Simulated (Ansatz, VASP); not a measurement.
**ZnS in VASP and in Ansatz**

```
CELL_PARAMETERS angstrom
3.81100 0.00000 0.00000
-1.90550 3.30042 0.00000
0.00000 0.00000 6.23400
ATOMIC_POSITIONS crystal
Zn 0.32795 0.66170 0.00284
Zn 0.66742 0.33484 0.50108
S 0.33693 0.67937 0.37793
S 0.67252 0.32770 0.88408
```

Alike in both runs: task single point; functional r2SCAN; k mesh 2 × 2 × 1; occupations gaussian, width 0.1 eV; no spin polarisation.

|  | VASP | Ansatz |
| --- | --- | --- |
| version | VASP 6.6.1 | Ansatz 0.2.0 |
| potentials or method | VASP PAW PBE potentials, release 64 (Zn, S), cutoff 550 eV | plane waves, PAW |
| valence electrons in the cell | 36 | 36 |

```tsv
	VASP	Ansatz	Ansatz less VASP
gap on the k mesh at the Fermi level (eV)	2.75	2.74	-0.010
rms of the force components (eV/Å)	0.236	0.235	-0.0011
```

VASP's potentials were made for PBE, not for r2SCAN. Atom by atom the forces differ by 0.004 eV/Å (rms over components).

The k mesh is coarse, so the values compare programs but aren't converged.
